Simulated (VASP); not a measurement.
# MgO (Imm2) in VASP: a series of runs

The runs below take MgO through single point, with LDA.

All numbers are computed with VASP 6.6.1; they aren't measurements. Logs are shortened: lines on timing, memory, paths and dates and some standing lists are left out, and cuts for length are marked.

### 1 The cell of the first run

It takes space group Imm2 (No. 44, orthorhombic). The conventional cell has a = 3.020 Å, b = 4.270 Å, c = 3.020 Å, α = 90.00°, β = 90.00°, γ = 90.00°. Mg (site symmetry mm2) has 2 O at 1.65 Å within 2.2 Å. O (site symmetry mm2) has 2 Mg at 1.65 Å within 2.2 Å.

### 2 Single point, LDA (atom 2 (O) moved by (-0.600, -0.600) A along y and z)

Input file INCAR:

```
ALGO     = Normal         # electronic algorithm
EDIFF    = 1E-6           # SCF threshold, eV
ENCUT    = 600            # plane-wave cutoff, eV
GGA      = CA             # functional
GGA_COMPAT= F            
ISIF     = 2              # what is computed and relaxed
ISMEAR   = 0              # smearing method
LASPH    = T              # aspherical terms in the spheres
LCHARG   = F              # write CHGCAR
LREAL    = F              # projectors in reciprocal space
LWAVE    = F              # write WAVECAR
NBANDS   = 11             # bands
NELM     = 120            # most SCF steps
PREC     = Accurate       # precision mode
SIGMA    = 0.05           # smearing width, eV
```

Input file KPOINTS:

```
k-points
0
Gamma
  6 6 6
```

Input file POSCAR:

```
MgO
1.0
    0.0000000000      2.1351500000      2.1351500000
    2.1351500000      0.0000000000      2.1351500000
    2.1351500000      2.1351500000      0.0000000000
Mg O
1 1
Direct
    0.0000000000      0.0000000000      0.0000000000
    0.2189892982      0.5000000000      0.5000000000
```

Potentials or basis: VASP PAW LDA potentials, release 64 (Mg, O).

Command:

```sh
cat potpaw_LDA.64/Mg/POTCAR potpaw_LDA.64/O/POTCAR > POTCAR
mpirun -np 1 vasp_std > vasp.out
```

OUTCAR:

```text
EDIFF = 1E-6
   ENCUT = 600
   GGA = CA
   ISIF = 2
   ISMEAR = 0
   LASPH = T
   LREAL = F
   NELM = 120
   PREC = Accurate

 ion  position               nearest neighbor table
   1  0.000  0.000  0.000-   2 1.65   2 1.65   2 2.30   2 2.30   2 2.80   2 2.80
   2  0.219  0.500  0.500-   1 1.65   1 1.65   1 2.30   1 2.30   1 2.80   1 2.80

  LATTYP: Found a face centered cubic cell.
 ALAT       =     4.2703000000

  Lattice vectors:

 A1 = (   0.0000000000,   2.1351500000,   2.1351500000)
 A2 = (   2.1351500000,   0.0000000000,   2.1351500000)
 A3 = (   2.1351500000,   2.1351500000,   0.0000000000)

Analysis of symmetry for initial positions (statically):
=====================================================================
 Subroutine PRICEL returns:
 Original cell was already a primitive cell.

 Routine SETGRP: Setting up the symmetry group for a
 face centered cubic supercell.

 Subroutine GETGRP returns: Found  4 space group operations
 (whereof  4 operations were pure point group operations)
 out of a pool of 48 trial point group operations.

The static configuration has the point symmetry C_2v.

Analysis of symmetry for dynamics (positions and initial velocities):
=====================================================================
 Subroutine PRICEL returns:
 Original cell was already a primitive cell.

 Routine SETGRP: Setting up the symmetry group for a
 face centered cubic supercell.

 Subroutine GETGRP returns: Found  4 space group operations
 (whereof  4 operations were pure point group operations)
 out of a pool of 48 trial point group operations.

The dynamic configuration has the point symmetry C_2v.

 Subroutine INISYM returns: Found  4 space group operations
 (whereof  4 operations are pure point group operations),
 and found     1 'primitive' translations

----------------------------------------------------------------------------------------

                                     Primitive cell

  volume of cell :      19.4677

  direct lattice vectors                    reciprocal lattice vectors
     0.000000000  2.135150000  2.135150000    -0.234175585  0.234175585  0.234175585
     2.135150000  0.000000000  2.135150000     0.234175585 -0.234175585  0.234175585
     2.135150000  2.135150000  0.000000000     0.234175585  0.234175585 -0.234175585

  length of vectors
     3.019558088  3.019558088  3.019558088     0.405604011  0.405604011  0.405604011

  position of ions in fractional coordinates (direct lattice)
     0.000000000  0.000000000  0.000000000
     0.218989298  0.500000000  0.500000000

  ion indices of the primitive-cell ions
[... 79 lines left out ...]
   IBRION =     -1    ionic relax: 0-MD 1-quasi-New 2-CG
   NFREE  =      0    steps in history (QN), initial steepest desc. (CG)
   ISIF   =      2    stress and relaxation
   ISYM   =      2    0-nonsym 1-usesym 2-fastsym
   POTIM  = 0.5000    time-step for ionic-motion
   TEBEG  =    0.0;   TEEND  =   0.0 temperature during run
   PSTRESS=    0.0 pullay stress
   NELECT =       8.0000    total number of electrons
   NUPDOWN=      -1.0000    fix difference up-down
   EMIN   =  10.00;   EMAX   =-10.00  energy-range for DOS
   EFERMI =   0.00;   METHOD = LEGACY
   ISMEAR =     0;   SIGMA  =   0.05  broadening in eV -4-tet -1-fermi 0-gaus
   EFERMI_NEDOS =   21; number of points for ismear=-14 and -15
   IALGO  =     38    algorithm
   IMIX   =      4    mixing-type and parameters
     AMIX     =   0.40;   BMIX     =  1.00
     AMIX_MAG =   1.60;   BMIX_MAG =  1.00
  volume/ion in A,a.u.               =       9.73        65.69
  Fermi-wavevector in a.u.,A,eV,Ry     =   1.217119  2.300022 20.155386  1.481379
  Thomas-Fermi vector in A             =   2.352450
   LORBIT       =      0    0 simple, 1 ext, 2 COOP (PROOUT), +10 PAW based schemes
   GGA     = CA    functional components
   LHFCALC =     F    Hartree Fock is set to
   AEXX    =    0.0000 exact exchange contribution
   IVDW    =     0    specifies the selected vdW correction
   LEPSILON=     F    determine dielectric tensor
   LRPA    =     F    only Hartree local field effects (RPA)
 non-spin polarized calculation
 Gauss-broadening in eV      SIGMA  =   0.05
  energy-cutoff  :      600.00
  volume of cell :       19.47
 maximum number of plane-waves:       656
   NGX = 13   NGY = 13   NGZ = 13

 number of electron       8.0000000 magnetization

 Free energy of the ion-electron system (eV)
  ---------------------------------------------------
  ext. energy  EPLUGINS =         0.00000000
  ---------------------------------------------------
  free energy    TOTEN  =       -11.26584081 eV

  energy without entropy =      -11.26584081  energy(sigma->0) =      -11.26584081

 E-fermi :   2.7142     XC(G=0): -11.1931

 val. band max:        2.3627390712   @ k =   0.0000  -0.1667   0.1667
 cond. band min:       6.1007058150   @ k =   0.0000   0.0000   0.0000
 fundamental gap:      3.7379667438
 Fermi energy:         2.7141997269

 k-point     1 :       0.0000    0.0000    0.0000
  band No.  band energies     occupation
      1     -14.4753      2.00000
      2       1.6936      2.00000
      3       2.1957      2.00000
      4       2.2699      2.00000
      5       6.1007      0.00000
      6      17.6594      0.00000
      7      19.7525      0.00000
      8      20.6567      0.00000
      9      20.7399      0.00000
     10      23.8109      0.00000
     11      23.8439      0.00000
[... 309 lines left out ...]
 k-point    24 :      -0.3333   -0.1667   -0.1667
  band No.  band energies     occupation
      1     -13.8839      2.00000
      2      -0.1853      2.00000
      3       1.4260      2.00000
      4       1.5180      2.00000
      5       9.1206      0.00000
      6      14.8379      0.00000
      7      18.8142      0.00000
      8      19.4273      0.00000
      9      19.8867      0.00000
     10      25.2236      0.00000
     11      25.4081      0.00000

 [... further k-points ...]
[... 5 lines left out ...]
  --------------------------------------------------------------------------------------
  -------------------------------------------------------------------------------------
  Total       -2.1509514      9.8559513      9.8559513      0.0000000     -6.5002205      0.0000000
  in kB     -177.0214980    811.1365360    811.1365360      0.0000000   -534.9627047      0.0000000
  external PRESSURE =     481.7505246 kB  Pullay stress =       0.0000000 kB

 VOLUME and BASIS-vectors are now :
 -----------------------------------------------------------------------------
  energy-cutoff  :      600.00
  volume of cell :       19.47
      direct lattice vectors                 reciprocal lattice vectors
     0.000000000  2.135150000  2.135150000    -0.234175585  0.234175585  0.234175585
     2.135150000  0.000000000  2.135150000     0.234175585 -0.234175585  0.234175585
     2.135150000  2.135150000  0.000000000     0.234175585  0.234175585 -0.234175585

 POSITION                                       TOTAL-FORCE (eV/Angst)
 -----------------------------------------------------------------------------------
      0.00000      0.00000      0.00000         0.000000     -4.018556     -4.018556
      2.13515      1.53515      1.53515         0.000000      4.018556      4.018556
 -----------------------------------------------------------------------------------
    total drift:                                0.000001      0.001066      0.001066

  FREE ENERGIE OF THE ION-ELECTRON SYSTEM (eV)
  ---------------------------------------------------
  free  energy   TOTEN  =       -11.2658408063 eV

  energy  without entropy=      -11.2658408063  energy(sigma->0) =      -11.26584081
```

OSZICAR:

```text
N       E                     dE             d eps       ncg     rms          rms(c)
DAV:   1     0.173101129093E+02    0.17310E+02   -0.51405E+03  1148   0.728E+02
DAV:   2    -0.132112786392E+02   -0.30521E+02   -0.29990E+02  1156   0.149E+02
DAV:   3    -0.139306407106E+02   -0.71936E+00   -0.71872E+00  1248   0.197E+01
DAV:   4    -0.139327787213E+02   -0.21380E-02   -0.21380E-02  1129   0.116E+00
DAV:   5    -0.139327860558E+02   -0.73345E-05   -0.73345E-05  1228   0.629E-02    0.918E+00
DAV:   6    -0.113801344474E+02    0.25527E+01   -0.14463E+01  1099   0.207E+01    0.263E+00
DAV:   7    -0.113070316096E+02    0.73103E-01   -0.82851E-02  1141   0.251E+00    0.152E+00
DAV:   8    -0.112665171261E+02    0.40514E-01   -0.52759E-02  1155   0.220E+00    0.239E-01
DAV:   9    -0.112658741403E+02    0.64299E-03   -0.38856E-03  1138   0.468E-01    0.743E-02
DAV:  10    -0.112658462703E+02    0.27870E-04   -0.40629E-04  1132   0.147E-01    0.208E-02
DAV:  11    -0.112658422019E+02    0.40684E-05   -0.28388E-05  1186   0.371E-02    0.124E-02
DAV:  12    -0.112658408387E+02    0.13632E-05   -0.36808E-06  1039   0.173E-02    0.124E-03
DAV:  13    -0.112658408063E+02    0.32397E-07   -0.11790E-07   578   0.189E-03
   1 F= -.11265841E+02 E0= -.11265841E+02  d E =-.908975E-25
```

Run time: 21 s. Hardware: 1 thread of AMD EPYC 7R13, shared host; peak memory 0.1 GiB.

What came out:

* Free energy: -11.2658 eV
* Pressure: 48.2 GPa
* Largest force: 5.683 eV/Å
* Band gap on the k mesh: 3.74 eV, indirect (least direct gap 3.83 eV)

Forces on the atoms (eV/Å):
```
Mg   0.000 -4.019 -4.019
O    0.000  4.019  4.019
```

Caveat: the k points lie up to 0.42 Å⁻¹ apart; the cell differs from its parent crystal (atom 2 (O) moved by (-0.600, -0.600) A along y and z); forces of over 1 eV/Å act on the atoms, so gaps and moduli don't describe the material at rest. A k mesh can miss the band edges.

### 3 Single point, LDA (atom 2 (O) moved by (-0.300, -0.300) A along y and z)

Input file INCAR:

```
SYSTEM = MgO
PREC = Accurate ; ENCUT = 600
EDIFF = 1E-6 ; ISMEAR = 0
SIGMA = 0.05 ; LREAL = .False.
LASPH = .True. ; NELM = 120
ALGO = Normal ; ISIF = 2
LWAVE = .False. ; LCHARG = .False.
NBANDS = 11 ; GGA_COMPAT = .False.
```

Input file KPOINTS:

```
Automatic mesh
0
Gamma
  6 6 6
  0 0 0
```

POSCAR, as its differences from that of step 2:

```diff
@@ -9,2 +9,2 @@
     0.0000000000      0.0000000000      0.0000000000
-    0.2189892982      0.5000000000      0.5000000000
+    0.3594946491      0.5000000000      0.5000000000
```

Potentials or basis: VASP PAW LDA potentials, release 64 (Mg, O).

Command:

```sh
cat potpaw_LDA.64/Mg/POTCAR potpaw_LDA.64/O/POTCAR > POTCAR
mpirun -np 1 vasp_std > vasp.out
```

It took 21 s on 1 thread of AMD EPYC 7R13, shared host; peak memory 0.1 GiB.

It converged, with:

```yaml
Free_energy: -12.9538 eV
Pressure: 1.8 GPa
Largest_force: 2.235 eV/Å
Band_gap_on_the_k_mesh: 4.20 eV, direct
```

Forces on the atoms (eV/Å):
```
Mg   0.000 -1.580 -1.580
O    0.000  1.580  1.580
```

Stress tensor (GPa, compression positive):
```
-15.52   0.00   0.00
  0.00  10.50  -6.01
  0.00  -6.01  10.50
```

Levels at points of the mesh, in eV from the valence-band top:
```
           k point  band 1  band 2  band 3  band 4  band 5  band 6  band 7  band 8  band 9
(0.00, 0.00, 0.00)  -16.75   -0.25    0.00    0.00    4.20   15.37   16.10   16.34   18.88
(0.50, 0.00, 0.00)  -15.55   -4.39   -0.79   -0.49    7.78   11.54   15.52   16.10   19.87
(0.00, 0.50, 0.00)  -15.55   -4.41   -0.57   -0.35    7.43   11.25   15.47   16.28   19.34
(0.50, 0.50, 0.00)  -15.29   -3.79   -1.30   -1.24    8.58    9.20   12.59   18.03   18.80
(0.00, 0.50, 0.50)  -15.28   -3.88   -1.44   -1.22    8.57    9.58   12.62   17.68   19.36
```

Caveat: the k points lie up to 0.42 Å⁻¹ apart; the cell differs from its parent crystal (atom 2 (O) moved by (-0.300, -0.300) A along y and z); forces of over 1 eV/Å act on the atoms, so gaps and moduli don't describe the material at rest.
